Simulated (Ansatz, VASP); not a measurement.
**TiAl in VASP and in Ansatz**

```
Ti Al
1.0
     3.15608    0.00000    0.00000
     0.00000    3.15608    0.00000
     0.00000    0.00000    3.15608
Ti Al
1 1
Direct
  0.00000 0.00000 0.00000
  0.50000 0.50000 0.50000
```

Alike in both runs: functional PBEsol; k mesh 14 × 14 × 14; occupations gaussian, width 0.1 eV; no spin polarisation.

Ansatz relaxed the structure, and its values are those at the end. VASP's run is a single point on that final structure, the one shown.

|  | VASP | Ansatz |
| --- | --- | --- |
| version | VASP 6.6.1 | Ansatz 0.2.0 |
| potentials or method | VASP PAW PBE potentials, release 64 (Ti_sv, Al), cutoff 520 eV | scalar-relativistic, plane waves, PAW |
| valence electrons in the cell | 15 | 15 |

Ansatz gave:

- gap on the k mesh at the Fermi level (eV): none
- pressure (GPa): 0.0

Estimate VASP's values.

gap on the k mesh at the Fermi level (eV): none; pressure (GPa): 0.1.

VASP's potentials were made for PBE, not for PBEsol, and Ansatz warns of the same on its side. A gap of «none» marks a metal or a gap that the smearing closes.
